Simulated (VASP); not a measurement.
# CaSe: single point with r2SCAN

The system is CaSe.

```
CELL_PARAMETERS angstrom
0.00000 3.02573 3.02573
3.02573 0.00000 3.02573
3.02573 3.02573 0.00000
ATOMIC_POSITIONS crystal
Ca 0.00000 0.00000 0.00000
Se 0.50000 0.50000 0.50000
```

This cell differs from its parent crystal: volume changed by +6%.

```
Program             : VASP 6.6.1
Task                : single point
Functional          : r2SCAN
Potentials or basis : VASP PAW PBE potentials, release 64 (Ca_sv, Se)
Cutoff              : 520 eV
k mesh              : 6 × 6 × 6
Occupations         : gaussian, width 0.01 eV
Spin                : no spin polarisation
```

```yaml
Pressure: -2.5 GPa
Band_gap_on_the_k_mesh: 2.64 eV, indirect (least direct gap 3.52 eV)
```

Levels at points of the mesh, in eV from the valence-band top:
| k point | band 4 | band 5 | band 6 | band 7 | band 8 | band 9 | band 10 | band 11 | band 12 | band 13 |
| --- | --- | --- | --- | --- | --- | --- | --- | --- | --- | --- |
| (0.00, 0.00, 0.00) | -21.62 | -11.96 | 0.00 | 0.00 | 0.00 | 3.75 | 4.24 | 4.24 | 4.24 | 4.77 |
| (0.50, 0.00, 0.00) | -21.62 | -11.36 | -3.02 | -1.05 | -1.05 | 4.99 | 5.89 | 5.93 | 5.93 | 7.75 |
| (0.50, 0.50, 0.00) | -21.64 | -11.44 | -2.37 | -0.88 | -0.88 | 2.64 | 5.49 | 5.50 | 6.38 | 6.42 |

Wall time 2.3 min on 1 thread of AMD EPYC 7R13, on a shared host, peak memory 0.17 GiB.

Caveat: the PAW data sets were made with another functional, which shifts forces and pressure a little. A k mesh can miss the band edges.
